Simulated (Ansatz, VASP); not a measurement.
## One calculation of Ge3Pd, two programs

The input INCAR:

```
SYSTEM = Ge3Pd
PREC = Accurate ; ENCUT = 520
EDIFF = 1E-6 ; ISMEAR = -1
SIGMA = 0.05 ; LREAL = .FALSE.
LASPH = .TRUE. ; NELM = 60
ALGO = Normal ; ISIF = 2
LWAVE = .FALSE. ; LCHARG = .TRUE.
GGA = PS ; LELF = .TRUE.
LVHAR = .TRUE. ; NBANDS = 34
```

File KPOINTS:

```
Automatic mesh
0
G
  7 7 7
  0 0 0
```

File POSCAR:

```
Ge3Pd
1.0
    4.1420230000      0.0000000000      0.0000000000
    0.0000000000      4.1420230000      0.0000000000
    0.0000000000      0.0000000000      4.1420230000
Pd Ge
1 3
Direct
    0.0000000000      0.0000000000      0.0000000000
    0.5000000000      0.5000000000      0.0000000000
    0.5000000000      0.0000000000      0.5000000000
    0.0000000000      0.5000000000      0.5000000000
```

Contents of input.yaml:

```yaml
crystal:
  lattice:
    - [4.142023, 0.0, 0.0]
    - [0.0, 4.142023, 0.0]
    - [0.0, 0.0, 4.142023]
  atoms:
    - { symbol: Pd, position: [0.0, 0.0, 0.0] }
    - { symbol: Ge, position: [0.5, 0.5, 0.0] }
    - { symbol: Ge, position: [0.5, 0.0, 0.5] }
    - { symbol: Ge, position: [0.0, 0.5, 0.5] }
kpoints:
  mp_grid: { grid: [7, 7, 7] }
  band_path:
    path:
      - [0.0, 0.0, 0.0]
      - [0.0, 0.5, 0.0]
      - [0.5, 0.5, 0.0]
      - [0.0, 0.0, 0.0]
      - [0.5, 0.5, 0.5]
      - [0.0, 0.5, 0.0]
    npoints: 6
scf:
  occupations: { method: fermi_dirac, width: 0.05 }
hamiltonian:
  xc: pbesol
  pseudopotentials: { kind: all_electron, lapw: { basis_error: 0.002 } }
output:
  forces: true
  stress: true
  eigenvalues: true
```

Alike in both runs: functional PBEsol; k mesh 7 × 7 × 7; occupations fermi-dirac, width 0.05 eV; no spin polarisation.

```csv
,VASP,Ansatz
version,VASP 6.6.1,Ansatz 0.2.0
potentials or method,"VASP PAW PBE potentials, release 64 (Pd, Ge_d), cutoff 520 eV","all-electron LAPW, scalar-relativistic"
task,single point,band structure
```

VASP gave:

* gap on the k mesh at the Fermi level (eV): none
* pressure (GPa): -4.6

Estimate Ansatz's values.

gap on the k mesh at the Fermi level (eV): none; pressure (GPa): -4.7.

VASP's potentials were made for PBE, not for PBEsol. A gap of «none» marks a metal or a gap that the smearing closes. Ansatz ran all-electron here, and VASP with PAW potentials.
